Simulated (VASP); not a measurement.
Write the native input for VASP 6.6.1 that does the following.

```
Task                   : single point
Functional             : PBEsol
Potentials or basis    : VASP PAW PBE potentials, release 64 (Ba_sv, Sr_sv)
Cutoff                 : 520 eV
k mesh                 : 2 × 2 × 1
Occupations            : fermi-dirac, width 0.05 eV
Spin                   : no spin polarisation
Dipole correction      : no
Further INCAR settings : LREAL = Auto; ALGO = Normal; EDIFF = 1e-07; NBANDS = 99
```

The structure of Ba13Sr4 lies in POSCAR:

```
Ba13Sr4
1.0
   10.0256420000      0.0000000000      0.0000000000
    0.0000000000     10.0256420000      0.0000000000
    0.0000000000      0.0000000000     20.5192320000
Ba Sr
13 4
Direct
    0.2398316314      0.7606967534      0.3913685598
    0.2398840551      0.2393723539      0.3914118529
    0.5000000000      0.0000000000      0.0487348000
    0.2551552309      0.2550165084      0.1682691103
    0.2551494741      0.7450860556      0.1682937710
    0.5027842699      0.4999880568      0.2863301136
    0.7475308941      0.7482246892      0.1674893370
    0.7474572320      0.2517874891      0.1674825161
    0.0041833109     -0.0002105610      0.2676445739
    0.7644991960      0.2375659705      0.3922404685
    0.7645939288      0.7625065343      0.3921906692
    0.0000000000      0.5000000000      0.0487348000
    0.5026208349      0.4999014320      0.5020412279
    0.0000000000      0.0000000000      0.0487348000
   -0.0005930357      0.4999465636      0.2713516149
    0.5007766337     -0.0000061093      0.2720177794
    0.5000000000      0.5000000000      0.0487348000
```

These files were run (other wordings do the same):

INCAR

```
SYSTEM = Ba13Sr4
PREC = Accurate
ENCUT = 520
EDIFF = 1E-7
ISMEAR = -1
SIGMA = 0.05
LREAL = Auto
LASPH = .True.
NELM = 100
ALGO = Normal
ISIF = 2
LWAVE = .False.
LCHARG = .False.
GGA = PS
NBANDS = 99
```

KPOINTS

```
Automatic mesh
0
Gamma
  2 2 1
  0 0 0
```

Potentials or basis: VASP PAW PBE potentials, release 64 (Ba_sv, Sr_sv).

Run with:

```bash
$ cat potpaw_PBE.64/Ba_sv/POTCAR potpaw_PBE.64/Sr_sv/POTCAR > POTCAR
$ mpirun -np 1 vasp_std > vasp.out
```

It gave:

```
Largest force          : 0.117 eV/Å
Band gap on the k mesh : zero (band 85 reaches -0.24 eV, above the bottom of band 86 at -0.35 eV)
```

Caveat: the PAW data sets were made with another functional, which shifts forces and pressure a little; spin-orbit coupling is left out, which moves the levels of the heavy elements.

Run time: 50 min on 1 thread of AMD EPYC 7R43 64-Core Processor (Zen 3) (shared host), peak memory 2 GiB.
